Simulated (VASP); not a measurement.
# B15HN16 (a cell with a defect) (V_B-H) in VASP: a series of runs

B15HN16 (a cell with a defect) (V_B-H) is run at these levels: PBE; tasks: single point.

Everything below comes from runs of VASP 6.6.1. Logs are shortened: lines on timing, memory, paths and dates and some standing lists are left out, and cuts for length are marked.

**1. The cell of the first run**

The cell holds a defect, 32 atoms: a = 6.277 Å, b = 6.277 Å, c = 6.277 Å, α = 109.47°, β = 109.47°, γ = 109.47°.

**2. Single point, PBE**

The input, INCAR:

```
SYSTEM = B15HN16
PREC     = Accurate       ! precision mode
ENCUT    = 520            ! plane-wave cutoff, eV
EDIFF    = 1E-6           ! SCF threshold, eV
ISMEAR   = 0              ! smearing method
SIGMA    = 0.01           ! smearing width, eV
LREAL    = Auto         
LASPH    = .True.         ! aspherical terms in the spheres
NELM     = 60             ! most SCF steps
ALGO     = Normal         ! electronic algorithm
ISIF     = 2              ! what is computed and relaxed
LWAVE    = .False.        ! write WAVECAR
LCHARG   = .False.        ! write CHGCAR
GGA      = PE             ! functional
NBANDS   = 85             ! bands
NELECT   = 128.0
```

The input, KPOINTS:

```
Automatic mesh
0
Gamma
  1 1 1
  0.25 0.25 0.25
```

The input, POSCAR:

```
B15HN16
1.0
   -3.6241103800      3.6241103800     -3.6241103800
    3.6241103800      3.6241103800      3.6241103800
    3.6241103800     -3.6241103800     -3.6241103800
B N H
15 16 1
Direct
   -0.0028543827     -0.0028402092     -0.0032471133
    0.0084993400      0.2509129028      0.7532152239
    0.0085018198      0.5031073382      0.5010246144
   -0.0028539537      0.7466426811      0.2472698365
    0.2508993075      0.0085139805      0.7532183697
    0.2508996914      0.5031059046      0.2586227922
    0.2496384255      0.7498929338      0.0000004173
    0.5030922475      0.0085134106      0.5010219480
    0.5030934634      0.2509131548      0.2586229235
    0.4915672873      0.4915815133     -0.0050240445
    0.4915690472      0.7448703325      0.7416920374
    0.7466272782     -0.0028443234      0.2472652790
    0.7498806230      0.2496555108      0.0000043321
    0.7448514338      0.4915804316      0.7416900014
    0.7498772009      0.7498951054      0.4997637835
   -0.0158391535     -0.0158285041      0.2342821710
   -0.0024270576      0.2495405104      0.0025820970
    0.0056400140      0.5026459936      0.7527541327
   -0.0024270813      0.7524701797      0.4996501080
    0.2495231817     -0.0024158120      0.0025772947
    0.2494363138      0.2494503440      0.7712352789
    0.2494380582      0.5211253922      0.4995606739
    0.2495254506      0.7524684781      0.2476951300
    0.5026305731      0.0056534855      0.7527547774
    0.5211102676      0.2494485671      0.4995578735
    0.5026286081      0.5026456769      0.2557626060
    0.4974080890      0.7486665150     -0.0012259314
    0.7524573140     -0.0024145195      0.4996483105
    0.7524564544      0.2495389734      0.2476938616
    0.7486522680      0.4974254665     -0.0012245896
    0.7486509603      0.7486676601      0.7475329987
    0.1514297092      0.1514444214      0.4015532968
```

Potentials or basis: VASP PAW PBE potentials, release 64 (B, N, H).

The run is started by

```bash
cat potpaw_PBE.64/B/POTCAR potpaw_PBE.64/N/POTCAR potpaw_PBE.64/H/POTCAR > POTCAR
mpirun -np 1 vasp_std > vasp.out
```

OUTCAR:

```text
SYSTEM = B15HN16
   PREC = Accurate
   ENCUT = 520
   EDIFF = 1E-6
   ISMEAR = 0
   LREAL = Auto
   LASPH = .True.
   NELM = 60
   ISIF = 2
   GGA = PE
   NELECT = 128.0

 ion  position               nearest neighbor table
   1  0.997  0.997  0.997-  16 1.55  31 1.56  20 1.57  17 1.57
   2  0.008  0.251  0.753-  21 1.48  18 1.59  17 1.59  28 1.60
   3  0.009  0.503  0.501-  22 1.48  18 1.59  19 1.59  29 1.60
   4  0.997  0.747  0.247-  16 1.55  30 1.56  19 1.57  23 1.57
   5  0.251  0.009  0.753-  21 1.48  24 1.59  20 1.59  19 1.60
   6  0.251  0.503  0.259-  22 1.48  26 1.59  23 1.59  17 1.60
[... 12 lines left out ...]
  19  0.998  0.752  0.500-  15 1.55   4 1.57   3 1.59   5 1.60
  20  0.250  0.998  0.003-   7 1.55   1 1.57   5 1.59   9 1.60
  21  0.249  0.249  0.771-   2 1.48   5 1.48  10 1.49
  22  0.249  0.521  0.500-   3 1.48   6 1.48  11 1.49
  23  0.250  0.752  0.248-   7 1.55   4 1.57   6 1.59   8 1.60
  24  0.503  0.006  0.753-  13 1.55   5 1.59   8 1.59  11 1.59
  25  0.521  0.249  0.500-   8 1.48   9 1.48  14 1.49
  26  0.503  0.503  0.256-  15 1.55   6 1.59   9 1.59  10 1.59
  27  0.497  0.749  0.999-   7 1.56  12 1.56  11 1.59  10 1.59
  28  0.752  0.998  0.500-  15 1.55  12 1.57   8 1.59   2 1.60
  29  0.752  0.250  0.248-  13 1.55  12 1.57   9 1.59   3 1.60
  30  0.749  0.497  0.999-  13 1.56   4 1.56  14 1.59  10 1.59
  31  0.749  0.749  0.748-  15 1.56   1 1.56  11 1.59  14 1.59
  32  0.151  0.151  0.402-  16 1.05

  LATTYP: Found a body centered cubic cell.
 ALAT       =     7.2482207600

  Lattice vectors:

 A1 = (  -3.6241103800,   3.6241103800,  -3.6241103800)
 A2 = (   3.6241103800,   3.6241103800,   3.6241103800)
 A3 = (   3.6241103800,  -3.6241103800,  -3.6241103800)

Analysis of symmetry for initial positions (statically):
=====================================================================
 Subroutine PRICEL returns:
 Original cell was already a primitive cell.

 Routine SETGRP: Setting up the symmetry group for a
 body centered cubic supercell.

 Subroutine GETGRP returns: Found  6 space group operations
 (whereof  1 operations were pure point group operations)
 out of a pool of 48 trial point group operations.

The static configuration has the point symmetry C_1 .
 The point group associated with its full space group is C_3v.

Analysis of symmetry for dynamics (positions and initial velocities):
=====================================================================
 Subroutine PRICEL returns:
 Original cell was already a primitive cell.

 Routine SETGRP: Setting up the symmetry group for a
 body centered cubic supercell.

 Subroutine GETGRP returns: Found  6 space group operations
 (whereof  1 operations were pure point group operations)
 out of a pool of 48 trial point group operations.

The dynamic configuration has the point symmetry C_1 .
 The point group associated with its full space group is C_3v.

 Subroutine INISYM returns: Found  6 space group operations
 (whereof  1 operations are pure point group operations),
 and found     1 'primitive' translations

----------------------------------------------------------------------------------------

                                     Primitive cell

  volume of cell :     190.3988

  direct lattice vectors                    reciprocal lattice vectors
    -3.624110380  3.624110380 -3.624110380     0.000000000  0.137964893 -0.137964893
     3.624110380  3.624110380  3.624110380     0.137964893  0.137964893  0.000000000
     3.624110380 -3.624110380 -3.624110380     0.137964893  0.000000000 -0.137964893

  length of vectors
     6.277143310  6.277143310  6.277143310     0.195111823  0.195111823  0.195111823

  position of ions in fractional coordinates (direct lattice)
     0.997145617  0.997159791  0.996752887
     0.008499340  0.250912903  0.753215224
     0.008501820  0.503107338  0.501024614
     0.997146046  0.746642681  0.247269837
     0.250899307  0.008513980  0.753218370
     0.250899691  0.503105905  0.258622792
[... 24 lines left out ...]
     0.748650960  0.748667660  0.747532999
     0.151429709  0.151444421  0.401553297

  ion indices of the primitive-cell ions
   primitive index   ion index
                 1           1
                 2           2
                 3           3
                 4           4
                 5           5
                 6           6
[... 24 lines left out ...]
                31          31
                32          32

----------------------------------------------------------------------------------------

 KPOINTS: Automatic mesh

Automatic generation of k-mesh.
 Grid dimensions read from file:
 generate k-points for:    1    1    1

 Generating k-lattice:

  Cartesian coordinates                     Fractional coordinates (reciprocal lattice)
     0.000000000  0.137964893 -0.137964893     1.000000000  0.000000000  0.000000000
     0.137964893  0.137964893  0.000000000     0.000000000  1.000000000  0.000000000
     0.137964893  0.000000000 -0.137964893     0.000000000  0.000000000  1.000000000

  Length of vectors
     0.195111823  0.195111823  0.195111823

  Shift w.r.t. Gamma in fractional coordinates (k-lattice)
     0.250000000  0.250000000  0.250000000

 Subroutine IBZKPT returns following result:
 ===========================================

 Found      1 irreducible k-points:

 Following reciprocal coordinates:
            Coordinates               Weight
  0.250000  0.250000  0.250000      2.000000
   k-points           NKPTS =      1   k-points in BZ     NKDIM =      1   number of bands    NBANDS=     85
   number of dos      NEDOS =    301   number of ions     NIONS =     32
   total plane-waves  NPLWV = 110592
   dimension x,y,z NGX =    48 NGY =   48 NGZ =   48
   dimension x,y,z NGXF=    96 NGYF=   96 NGZF=   96
   ions per type =              15  16   1
   NGX,Y,Z   is equivalent  to a cutoff of  12.71, 12.71, 12.71 a.u.
   NGXF,Y,Z  is equivalent  to a cutoff of  25.42, 25.42, 25.42 a.u.
 SYSTEM =  B15HN16
   PREC   = accura    normal or accurate (medium, high low for compatibility)
   ISTART =      0    job   : 0-new  1-cont  2-samecut
   ICHARG =      2    charge: 1-file 2-atom 10-const
   ISPIN  =      1    spin polarized calculation?
   LNONCOLLINEAR =      F non collinear calculations
   LSORBIT =      F    spin-orbit coupling
   LASPH  =      T    aspherical Exc in radial PAW
   ENCUT  =  520.0 eV  38.22 Ry    6.18 a.u.  11.67 11.67 11.67*2*pi/ulx,y,z
   NELM   =     60;   NELMIN=  2; NELMDL= -5     # of ELM steps
   EDIFF  = 0.1E-05   stopping-criterion for ELM
   LREAL  =      T    real-space projection
   EDIFFG = 0.1E-04   stopping-criterion for IOM
   NSW    =      0    number of steps for IOM
   IBRION =     -1    ionic relax: 0-MD 1-quasi-New 2-CG
   NFREE  =      0    steps in history (QN), initial steepest desc. (CG)
   ISIF   =      2    stress and relaxation
   ISYM   =      2    0-nonsym 1-usesym 2-fastsym
   POTIM  = 0.5000    time-step for ionic-motion
   TEBEG  =    0.0;   TEEND  =   0.0 temperature during run
   PSTRESS=    0.0 pullay stress
   NELECT =     128.0000    total number of electrons
   NUPDOWN=      -1.0000    fix difference up-down
   EMIN   =  10.00;   EMAX   =-10.00  energy-range for DOS
   EFERMI =   0.00;   METHOD = LEGACY
   ISMEAR =     0;   SIGMA  =   0.01  broadening in eV -4-tet -1-fermi 0-gaus
   EFERMI_NEDOS =   21; number of points for ismear=-14 and -15
   IALGO  =     38    algorithm
   IMIX   =      4    mixing-type and parameters
     AMIX     =   0.40;   BMIX     =  1.00
     AMIX_MAG =   1.60;   BMIX_MAG =  1.00
  volume/ion in A,a.u.               =       5.95        40.15
  Fermi-wavevector in a.u.,A,eV,Ry     =   1.434135  2.710122 27.983695  2.056744
  Thomas-Fermi vector in A             =   2.553577
   LORBIT       =      0    0 simple, 1 ext, 2 COOP (PROOUT), +10 PAW based schemes
   GGA     = PE    functional components
   LHFCALC =     F    Hartree Fock is set to
   AEXX    =    0.0000 exact exchange contribution
   IVDW    =     0    specifies the selected vdW correction
   LEPSILON=     F    determine dielectric tensor
   LRPA    =     F    only Hartree local field effects (RPA)
 non-spin polarized calculation
 Gauss-broadening in eV      SIGMA  =   0.01
  energy-cutoff  :      520.00
  volume of cell :      190.40
 maximum number of plane-waves:      5072
 NGX is ok and might be reduce to    48
   NGX = 23   NGY = 23   NGZ = 23

 number of electron     128.0000014 magnetization

 Free energy of the ion-electron system (eV)
  ---------------------------------------------------
  ext. energy  EPLUGINS =         0.00000000
  ---------------------------------------------------
  free energy    TOTEN  =      -253.47209488 eV

  energy without entropy =     -253.47209488  energy(sigma->0) =     -253.47209488

 E-fermi :   8.0165     XC(G=0): -12.7293

 val. band max:        7.9684151991   @ k =   0.2500   0.2500   0.2500
 cond. band min:      14.2768585681   @ k =   0.2500   0.2500   0.2500
 fundamental gap:      6.3084433690
 Fermi energy:         8.0165273782

 k-point     1 :       0.2500    0.2500    0.2500
  band No.  band energies     occupation
      1     -12.0225      2.00000
      2     -11.8000      2.00000
      3     -11.7999      2.00000
      4     -11.2562      2.00000
      5      -9.1190      2.00000
      6      -8.7413      2.00000
[... 68 lines left out ...]
     75      15.0408      0.00000
     76      15.0409      0.00000
 [bands above 76 left out]

------------------------ aborting loop because EDIFF is reached ----------------------------------------

  FORCE on cell =-STRESS in cart. coord.  units (eV):
  Direction    XX          YY          ZZ          XY          YZ          ZX
  --------------------------------------------------------------------------------------
  -------------------------------------------------------------------------------------
  Total       30.3482252     30.3482252     30.3482252     -1.6998749      1.6998749      1.6998749
  in kB      255.3757406    255.3757406    255.3757406    -14.3041908     14.3041908     14.3041908
  external PRESSURE =     255.3757406 kB  Pullay stress =       0.0000000 kB

 VOLUME and BASIS-vectors are now :
 -----------------------------------------------------------------------------
  energy-cutoff  :      520.00
  volume of cell :      190.40
      direct lattice vectors                 reciprocal lattice vectors
    -3.624110380  3.624110380 -3.624110380     0.000000000  0.137964893 -0.137964893
     3.624110380  3.624110380  3.624110380     0.137964893  0.137964893  0.000000000
     3.624110380 -3.624110380 -3.624110380     0.137964893  0.000000000 -0.137964893

 POSITION                                       TOTAL-FORCE (eV/Angst)
 -----------------------------------------------------------------------------------
      3.61239      3.61524     -3.61229        -0.003135      0.002178      0.003135
      3.60827     -1.78960     -1.85120         0.008665     -0.007544      0.021210
      3.60827      0.03836     -0.02326         0.008665     -0.021210      0.007544
     -0.01172      5.42355     -1.80399        -0.003135     -0.003135     -0.002178
      1.85132     -1.78960     -3.60818        -0.021210     -0.007544     -0.008665
      1.85130      1.79532     -0.02325        -0.021210      0.008665      0.007544
[... 24 lines left out ...]
      2.70920      2.71731     -2.70908        -0.002674     -0.009697      0.002674
      1.45533     -0.35762     -1.45522        -0.000145     -0.000145      0.000145
 -----------------------------------------------------------------------------------
    total drift:                                0.023246      0.000702      0.033331

  FREE ENERGIE OF THE ION-ELECTRON SYSTEM (eV)
  ---------------------------------------------------
  free  energy   TOTEN  =      -253.4720948792 eV

  energy  without entropy=     -253.4720948792  energy(sigma->0) =     -253.47209488
```

It took 58 s on 1 thread of Intel Xeon Platinum 8488C (Sapphire Rapids), shared host; peak memory 0.31 GiB.

Results:

* Free energy: -253.4721 eV
* Largest force: 0.031 eV/Å

Forces in eV/Å, atoms in the order of the input:
```
B   -0.003  0.002  0.003
B    0.009 -0.008  0.021
B    0.009 -0.021  0.008
B   -0.003 -0.003 -0.002
B   -0.021 -0.008 -0.009
B   -0.021  0.009  0.008
B   -0.001  0.002 -0.002
B   -0.008 -0.021 -0.009
B   -0.008  0.009  0.021
B    0.008  0.021 -0.008
B    0.008  0.008 -0.021
B    0.002 -0.003  0.003
B    0.002  0.002  0.001
B    0.021  0.008 -0.008
B    0.002 -0.001 -0.002
N    0.018  0.018 -0.018
N   -0.001  0.008 -0.004
N   -0.004 -0.004  0.004
N   -0.001  0.004 -0.008
N    0.004  0.008  0.001
N   -0.006  0.005  0.006
N   -0.006 -0.006 -0.005
N    0.004 -0.001 -0.008
N   -0.004 -0.004  0.004
N    0.005 -0.006  0.006
N   -0.004 -0.004  0.004
N   -0.010 -0.003  0.003
N    0.008  0.004  0.001
N    0.008 -0.001 -0.004
N   -0.003 -0.003  0.010
N   -0.003 -0.010  0.003
H    0.000  0.000  0.000
```

Caveat: the k points lie up to 1.23 Å⁻¹ apart; the cell carries a net charge on a neutralising background, which shifts energy and pressure; the cell is charged against a uniform background, so pressure and absolute levels hang on convention.

**3. Single point, PBE**

The input, INCAR:

```
PREC = Accurate ; ENCUT = 520
EDIFF = 1E-6 ; ISMEAR = -1
SIGMA = 0.01 ; LREAL = Auto
LASPH = True ; NELM = 80
ALGO = Normal ; ISIF = 2
LWAVE = False ; LCHARG = True
GGA = PE ; LELF = True
LVHAR = True ; NBANDS = 85
```

KPOINTS is that of step 2.

The input, POSCAR:

```
B15HN16
1.0
   -3.6241103800      3.6241103800     -3.6241103800
    3.6241103800      3.6241103800      3.6241103800
    3.6241103800     -3.6241103800     -3.6241103800
B N H
15 16 1
Direct
   -0.0017036802     -0.0025361150     -0.0036674949
    0.0042465628      0.2515040716      0.7505960414
    0.0042253732      0.5003515749      0.5016216018
   -0.0016746019      0.7462180295      0.2475939471
    0.2523223281      0.0033741429      0.7504460419
    0.2523380375      0.5004622878      0.2535451284
    0.2519590795      0.7502114319      0.0003341982
    0.5013026095      0.0034139377      0.5016350359
    0.5011869048      0.2514784691      0.2534938133
    0.4999490015      0.4991401000     -0.0006623434
    0.4999650983      0.7492186522      0.7492247083
    0.7470686256     -0.0025303609      0.2475967816
    0.7510379009      0.2511059130      0.0003236515
    0.7500786915      0.4991071441      0.7492771593
    0.7510409861      0.7501931685      0.5012315084
   -0.0147727512     -0.0156334691      0.2344925397
    0.0009984158      0.2506153478      0.0038906261
    0.0061859047      0.5022514721      0.7523914207
    0.0010060520      0.7537071092      0.5007326082
    0.2514576861      0.0001781167      0.0038213143
    0.2534874029      0.2526811916      0.7774724497
    0.2535120667      0.5273441401      0.5027712701
    0.2514682854      0.7537615969      0.2502730361
    0.5031093299      0.0053377492      0.7523825414
    0.5282347953      0.2526364566      0.5028185516
    0.5030960671      0.5022457316      0.2554621503
    0.4998350214      0.7498514863     -0.0000265909
    0.7546022392      0.0001484443      0.5007480428
    0.7545515711      0.2506102773      0.2503163729
    0.7506825158      0.4989798400     -0.0000323703
    0.7506740299      0.7498203547      0.7490992808
    0.1489728488      0.1481330228      0.3982210358
```

Potentials or basis: VASP PAW PBE potentials, release 64 (B, N, H).

The run is started by

```bash
cat potpaw_PBE.64/B/POTCAR potpaw_PBE.64/N/POTCAR potpaw_PBE.64/H/POTCAR > POTCAR
mpirun -np 1 vasp_std > vasp.out
```

Wall time 85 s (1 thread of Intel Xeon Platinum 8488C (Sapphire Rapids), shared host); peak memory 0.33 GiB.

It converged, with:

```
Free energy            : -268.8060 eV
Pressure               : 5.5 GPa
Largest force          : 0.031 eV/Å
Band gap on the k mesh : zero (filled and empty bands touch)
```

Forces on the atoms (eV/Å):
```
B    0.000  0.002 -0.002
B    0.002 -0.006  0.009
B    0.008 -0.013  0.010
B    0.002 -0.001  0.000
B   -0.003 -0.008 -0.009
B   -0.019  0.006  0.007
B   -0.001  0.004  0.002
B   -0.009 -0.013 -0.006
B   -0.007  0.007  0.006
B    0.005  0.012 -0.007
B    0.009  0.005 -0.020
B    0.002  0.001 -0.002
B    0.004 -0.003 -0.004
B    0.016  0.007 -0.002
B   -0.001 -0.001 -0.001
N    0.019  0.018 -0.016
N   -0.001  0.005  0.003
N    0.001 -0.004  0.001
N   -0.003  0.003 -0.004
N    0.000  0.000  0.001
N   -0.011  0.007  0.008
N   -0.006 -0.009 -0.007
N    0.002 -0.004 -0.008
N   -0.006 -0.003  0.002
N    0.008 -0.005  0.017
N   -0.001  0.002  0.007
N   -0.006 -0.002  0.003
N    0.005  0.001  0.002
N   -0.001  0.001  0.002
N   -0.002 -0.003  0.004
N   -0.002 -0.003  0.001
H   -0.003 -0.003  0.001
```

Stress tensor (GPa, compression positive):
```
 5.51  0.85 -0.86
 0.85  5.51 -0.85
-0.86 -0.85  5.51
```

Levels at points of the mesh, in eV from the Fermi level:
```csv
k point,band 61,band 62,band 63,band 64,band 65,band 66
"(0.25, 0.25, 0.25)",-1.54,-1.06,0.00,0.00,7.04,7.11
```

Caveat: the k points lie up to 1.23 Å⁻¹ apart.

(Continued in part 2 of 2.)
